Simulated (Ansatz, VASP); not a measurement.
This is a calculation of Pb for VASP 6.6.1.

Contents of POSCAR:

```
Pb
1.0
    3.5030470293      0.0000000000      0.0000000000
   -1.7515235146      3.0337277180      0.0000000000
    0.0000000000      0.0000000000      5.6270209464
Pb
2
Direct
    0.6666666667      0.3333333333      0.7500000000
    0.3333333333      0.6666666667      0.2500000000
```

The input INCAR.step1:

```
PREC     = Accurate       # precision mode
ENCUT    = 520            # plane-wave cutoff, eV
ISMEAR   = -1             # smearing method
SIGMA    = 0.05           # smearing width, eV
LREAL    = False          # projectors in reciprocal space
LASPH    = True           # aspherical terms in the spheres
NELM     = 100            # most SCF steps
NBANDS   = 21             # bands
GGA      = PE             # functional
ALGO     = Normal         # electronic algorithm
EDIFF    = 1E-4           # SCF threshold, eV
LWAVE    = True           # write WAVECAR
LCHARG   = False          # write CHGCAR
```

File INCAR.step2:

```
PREC     = Accurate       # precision mode
ENCUT    = 520            # plane-wave cutoff, eV
EDIFF    = 1E-7           # SCF threshold, eV
ISMEAR   = -1             # smearing method
SIGMA    = 0.05           # smearing width, eV
LREAL    = False          # projectors in reciprocal space
LASPH    = True           # aspherical terms in the spheres
NELM     = 100            # most SCF steps
ALGO     = Normal         # electronic algorithm
ISIF     = 2              # what is computed and relaxed
LWAVE    = False          # write WAVECAR
LCHARG   = False          # write CHGCAR
METAGGA  = R2SCAN         # meta-GGA
LMIXTAU  = True         
NBANDS   = 21             # bands
ISTART   = 1
```

File KPOINTS:

```
Automatic mesh
0
Gamma
  9 9 5
```

Potentials or basis: VASP PAW PBE potentials, release 64 (Pb_d).

Command:

```console
$ cat potpaw_PBE.64/Pb_d/POTCAR > POTCAR
$ cp INCAR.step1 INCAR
$ mpirun -np 1 vasp_std > vasp.out
$ cp INCAR.step2 INCAR
$ mpirun -np 1 vasp_std > vasp.out
```

Question: Set up the same calculation for Ansatz 0.2.0. Potentials there: Ansatz PAW.

Answer: As run (the cutoff follows the program's own potentials):

The input input.yaml:

```yaml
crystal:
  lattice:
    - [3.5030470293, 0.0, 0.0]
    - [-1.7515235146, 3.033727718, 0.0]
    - [0.0, 0.0, 5.6270209464]
  atoms:
    - { symbol: Pb, position: [0.6666666667, 0.3333333333, 0.75] }
    - { symbol: Pb, position: [0.3333333333, 0.6666666667, 0.25] }
hamiltonian:
  xc: r2scan
  pseudopotentials: { kind: paw }
kpoints:
  mp_grid: { grid: [9, 9, 5] }
scf:
  occupations: { method: fermi_dirac, width: 0.05 }
output:
  forces: true
  stress: true
  eigenvalues: true
```

Potentials or basis: Ansatz PAW.

Run with:

```sh
$ ansatz run input.yaml --threads 2 --pin off --max-ram 5632MiB --backend cpu --events-out ev --progress --plain --runs-dir out
```

Both were run:

|  | VASP | Ansatz | Ansatz less VASP |
| --- | --- | --- | --- |
| gap on the k mesh at the Fermi level (eV) | none | none | - |
| pressure (GPa) | 1.8 | 1.8 | -0.01 |
| traceless stress, the component that is largest in VASP (GPa) | 2.46 | 2.48 | +0.024 |

VASP's potentials were made for PBE, not for r2SCAN. A gap of «none» marks a metal or a gap that the smearing closes. The functional is the same, so the differences come from potentials, cutoffs and numerics.

Neither program's run includes spin-orbit coupling.
